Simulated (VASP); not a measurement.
Here is a VASP 6.6.1 calculation.

File INCAR:

```
SYSTEM = Ge15Mo
  PREC = Accurate
  ENCUT = 520
  EDIFF = 1E-7
  ISMEAR = 0
  SIGMA = 0.05
  LREAL = Auto
  LASPH = .True.
  NELM = 150
  ALGO = Normal
  ISIF = 2
  LWAVE = .False.
  LCHARG = .False.
  ISPIN = 2
  MAGMOM = 2 0 0 0 0 0 0 0 0 0 0 0 0 0 0 0
  LORBIT = 11
  NUPDOWN = 2.0
  LMAXMIX = 4
  GGA = PS
  NBANDS = 130
```

File KPOINTS:

```
Automatic mesh
0
Gamma
  3 3 3
  0 0 0
```

File POSCAR:

```
Ge15Mo
1.0
    0.0000000000      5.6575400000      5.6575400000
    5.6575400000      0.0000000000      5.6575400000
    5.6575400000      5.6575400000      0.0000000000
Mo Ge
1 15
Direct
    1.0000000000      0.0000000000      0.0000000000
    0.9995146617      0.9995146617      0.5004853383
    0.9995146617      0.5004853383      0.9995146617
    0.9995146617      0.5004853383      0.5004853383
    0.5004853383      0.9995146617      0.9995146617
    0.5004853383      0.9995146617      0.5004853383
    0.5004853383      0.5004853383      0.9995146617
    0.5000000000      0.5000000000      0.5000000000
    0.1263979545      0.1263979545      0.1263979545
    0.1263979545      0.1263979545      0.6208061366
    0.1263979545      0.6208061366      0.1263979545
    0.1253009340      0.6248996887      0.6248996887
    0.6208061366      0.1263979545      0.1263979545
    0.6248996887      0.1253009340      0.6248996887
    0.6248996887      0.6248996887      0.1253009340
    0.6248996887      0.6248996887      0.6248996887
```

Potentials or basis: VASP PAW PBE potentials, release 64 (Mo_sv, Ge_d).

Run with:

```console
$ cat potpaw_PBE.64/Mo_sv/POTCAR potpaw_PBE.64/Ge_d/POTCAR > POTCAR
$ mpirun -np 1 vasp_std > vasp.out
```

**Question.** Predict the largest force.

**Answer.** 0.261 eV/Å.

**Question.** Predict the pressure.

**Answer.** 1.0 GPa.

Forces in eV/Å, atoms in the order of the input:
```
Mo   0.000  0.000  0.000
Ge   0.000  0.000 -0.014
Ge   0.000 -0.014  0.000
Ge   0.014  0.000  0.000
Ge  -0.014  0.000  0.000
Ge   0.000  0.014  0.000
Ge   0.000  0.000  0.014
Ge   0.000  0.000  0.000
Ge  -0.151 -0.151 -0.151
Ge   0.151  0.151 -0.151
Ge   0.151 -0.151  0.151
Ge  -0.002  0.002  0.002
Ge  -0.151  0.151  0.151
Ge   0.002 -0.002  0.002
Ge   0.002  0.002 -0.002
Ge  -0.002 -0.002 -0.002
```

Caveat: the PAW data sets were made with another functional, which shifts forces and pressure a little; the total moment is fixed, so each spin has its own Fermi level.
